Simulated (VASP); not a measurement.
Input of a VASP 6.6.1 run:

Contents of POSCAR:

```
ZrN2
1.0
   -2.0936842556      2.0936842556      5.2563275531
    2.0936842556     -2.0936842556      5.2563275531
    2.0936842556      2.0936842556     -5.2563275531
Zr N
2 4
Direct
    0.0000000000      0.0000000000      0.0000000000
    0.7500000000      0.2500000000      0.5000000000
    0.7888406416      0.7888406416      0.0000000000
    0.2111593584      0.2111593584      0.0000000000
    0.9611593584      0.4611593584      0.5000000000
    0.5388406416      0.0388406416      0.5000000000
```

INCAR.step1

```
  PREC = Accurate
  ENCUT = 520
  ISMEAR = 0
  SIGMA = 0.1
  LREAL = False
  LASPH = True
  NELM = 60
  NBANDS = 31
  GGA = PE
  ALGO = Normal
  EDIFF = 1E-4
  LWAVE = True
  LCHARG = False
```

File INCAR.step2:

```
  PREC = Accurate
  ENCUT = 520
  EDIFF = 1E-7
  ISMEAR = 0
  SIGMA = 0.1
  LREAL = False
  LASPH = True
  NELM = 60
  ALGO = Normal
  ISIF = 2
  LWAVE = False
  LCHARG = False
  METAGGA = R2SCAN
  LMIXTAU = True
  NBANDS = 31
  ISTART = 1
```

File KPOINTS:

```
regular mesh
0
Gamma
  12 12 12
```

Potentials or basis: VASP PAW PBE potentials, release 64 (Zr_sv, N).

Launch:

```console
$ cat potpaw_PBE.64/Zr_sv/POTCAR potpaw_PBE.64/N/POTCAR > POTCAR
$ cp INCAR.step1 INCAR
$ mpirun -np 1 vasp_std > vasp.out
$ cp INCAR.step2 INCAR
$ mpirun -np 1 vasp_std > vasp.out
```

Question: Estimate the band gap on the k mesh.

Answer: Zero (bands 22 and 23 overlap by 0.35 eV).

Question: Predict the pressure.

Answer: 0.2 GPa.

Question: What does it give for the largest force?

Answer: 0.010 eV/Å.

Forces on the atoms (eV/Å):
```
Zr   0.000  0.000  0.000
Zr   0.000  0.000  0.000
N    0.000  0.000 -0.010
N    0.000  0.000  0.010
N    0.000  0.000  0.010
N    0.000  0.000 -0.010
```

Caveat: the PAW data sets were made with another functional, which shifts forces and pressure a little.
